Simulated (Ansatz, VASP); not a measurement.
## One calculation of Gd, two programs

```xyz
2
Lattice="3.5618 0.0000 0.0000 -1.7809 3.0846 0.0000 0.0000 0.0000 5.6646" Properties=species:S:1:pos:R:3 pbc="T T T"
Gd    1.7809    1.0282    4.2484
Gd    0.0000    2.0564    1.4161
```

Alike in both runs: task single point; functional r2SCAN; k mesh 8 × 8 × 5; occupations fermi-dirac, width 0.05 eV; collinear spin.

|  | VASP | Ansatz |
| --- | --- | --- |
| version | VASP 6.6.1 | Ansatz 0.2.0 |
| potentials or method | VASP PAW PBE potentials, release 64 (Gd) | Ansatz PAW |
| plane-wave cutoff (eV) | 520 | 500 |
| valence electrons in the cell | 36 | 36 |

|  | VASP | Ansatz | Ansatz less VASP |
| --- | --- | --- | --- |
| gap on the k mesh at the Fermi level (eV) | none | none | - |
| pressure (GPa) | 3.6 | 3.6 | +0.06 |
| traceless stress, the component that is largest in VASP (GPa) | 0.63 | 0.64 | +0.011 |
| net moment per atom (μB) | 7.92 | 7.93 | +0.002 |
| size of the moment on the site where the two differ most (μB) | 7.09 | 7.56 | +0.470 |

VASP's potentials were made for PBE, not for r2SCAN. Site moments also hang on the region over which each program counts them. A gap of «none» marks a metal or a gap that the smearing closes.

Neither program's run includes spin-orbit coupling. Noted on Ansatz's run: the magnetic or orbital state may not be the lowest.
